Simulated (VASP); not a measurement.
Runs of VASP 6.6.1 on ZnSb2C. The structure is that of space group P-4m2 (No. 115), or close to it. The cells are those of the table. 

| cell | gap on the mesh (eV) | pressure (GPa) | largest force (eV/Å) |
| --- | --- | --- | --- |
| a = 3.887, b = 3.887, c = 11.568 Å, 8 atoms | none | 0.2 | 0.02 |
| a = 3.926, b = 3.926, c = 11.682 Å, 8 atoms | none | -1.9 | 0.06 |
| a = 3.963, b = 3.963, c = 11.795 Å, 8 atoms | none | (a) | 0.13 |
| a = 3.848, b = 3.848, c = 11.451 Å, 8 atoms | none | 2.6 | 0.10 |

Alike in all rows: task single point; level r2SCAN; potentials or basis VASP PAW PBE potentials, release 64 (Zn, Sb, C); no spin polarisation; k mesh 6 × 6 × 2; cutoff (eV) 520; smearing fermi-dirac 0.02 eV.

Question: Fill in the values left out.

Answer: (a) -3.6.

Caveats: semilocal functionals underestimate gaps, and a narrow one can read as zero; the PAW data sets were made with another functional, which shifts forces and pressure a little; spin-orbit coupling is left out, which moves the levels of the heavy elements; the cell stands under tension (at least some runs).

A k mesh can miss the band edges, and the runs leave out spin-orbit coupling on Sb.

A gap of «none» marks levels without a gap at the run's occupations.
